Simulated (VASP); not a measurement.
Input of a VASP 6.6.1 run:

Contents of INCAR:

```
SYSTEM = Si
PREC = Accurate
ENCUT = 520
EDIFF = 1E-7
ISMEAR = -1
SIGMA = 0.1
LREAL = .False.
LASPH = .True.
NELM = 80
ALGO = Normal
ISIF = 2
LWAVE = .False.
LCHARG = .False.
GGA = PE
NBANDS = 8
```

Contents of KPOINTS:

```
regular mesh
0
Gamma
  19 19 19
  0 0 0
```

File POSCAR:

```
Si
1.0
   -1.5416469010      1.5416469010      1.5416469010
    1.5416469010     -1.5416469010      1.5416469010
    1.5416469010      1.5416469010     -1.5416469010
Si
1
Direct
    0.0000000000      0.0000000000      0.0000000000
```

Potentials or basis: VASP PAW PBE potentials, release 64 (Si).

Launch:

```console
$ cat potpaw_PBE.64/Si/POTCAR > POTCAR
$ mpirun -np 1 vasp_std > vasp.out
```

Predict the pressure.

0.0 GPa.

Predict the band gap on the k mesh.

zero (bands 2 and 3 overlap by 15.38 eV).
